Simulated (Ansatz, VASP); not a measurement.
## SiC: VASP beside Ansatz

File POSCAR:

```
SiC
1.0
    0.0000000000      2.0667514139      2.0667514139
    2.0667514139      0.0000000000      2.0667514139
    2.0667514139      2.0667514139      0.0000000000
Si C
1 1
Direct
    0.2500000000      0.2500000000      0.2500000000
    0.0000000000      0.0000000000      0.0000000000
```

Contents of INCAR.step1:

```
ALGO = Normal
EDIFF = 1E-5
ENCUT = 520
GGA = PE
ISIF = 2
ISMEAR = 0
LASPH = T
LCHARG = F
LREAL = F
LWAVE = T
NBANDS = 11
NELM = 80
PREC = Accurate
SIGMA = 0.01
```

INCAR.step2

```
ALGO = Normal
EDIFF = 1E-6
ENCUT = 520
GGA = PE
HFSCREEN = 0.2079
ISIF = 2
ISMEAR = 0
ISTART = 1
LASPH = T
LCHARG = F
LHFCALC = T
LREAL = F
LWAVE = F
NBANDS = 11
NELM = 80
PREC = Accurate
PRECFOCK = Normal
SIGMA = 0.01
```

File KPOINTS:

```
k-points
0
Gamma
  8 8 8
```

Input for Ansatz:

```yaml
crystal:
  lattice:
    - [0.0, 2.0667514139, 2.0667514139]
    - [2.0667514139, 0.0, 2.0667514139]
    - [2.0667514139, 2.0667514139, 0.0]
  atoms:
    - { symbol: Si, position: [0.25, 0.25, 0.25] }
    - { symbol: C, position: [0.0, 0.0, 0.0] }
kpoints:
  mp_grid: { grid: [8, 8, 8] }
  band_path:
    path:
      - [0.0, 0.0, 0.0]
      - [-0.5, -0.5, 0.0]
      - [-0.375, -0.375, 0.25]
      - [-0.375, 0.0, 0.375]
      - [0.0, 0.0, 0.5]
      - [-0.5, -0.25, 0.25]
      - [0.0, 0.5, 0.5]
    npoints: 1
hamiltonian:
  xc: hse06
scf:
  occupations: { method: fixed }
  n_extra_bands: 4
output:
  forces: true
  stress: true
  eigenvalues: true
  write_density: true
  write_potential: true
  elf: true
  volumetric_format: npy
```

Change from the starting cell: hydrostatic strain -5.1%.

Alike in both runs: task single point; functional HSE06; k mesh 8 × 8 × 8; no spin polarisation.

|  | VASP | Ansatz |
| --- | --- | --- |
| version | VASP 6.6.1 | Ansatz 0.2.0 |
| potentials or method | VASP PAW PBE potentials, release 64 (Si, C) | plane waves, PAW |
| plane-wave cutoff (eV) | 520 | 420 |
| occupations | gaussian, width 0.01 eV | fixed |
| valence electrons in the cell | 8 | 8 |

Ansatz gave:

```
gap on the k mesh at the Fermi level (eV) : 2.11
pressure (GPa)                            : 47.3
```

Q: What did VASP give for the same quantities?

A: gap on the k mesh at the Fermi level (eV): 2.12; pressure (GPa): 46.6.

Both programs put the cell under a high pressure, so it lies far from rest at this level. Ansatz's warnings: stress exchange threshold loose, stress scf threshold loose.
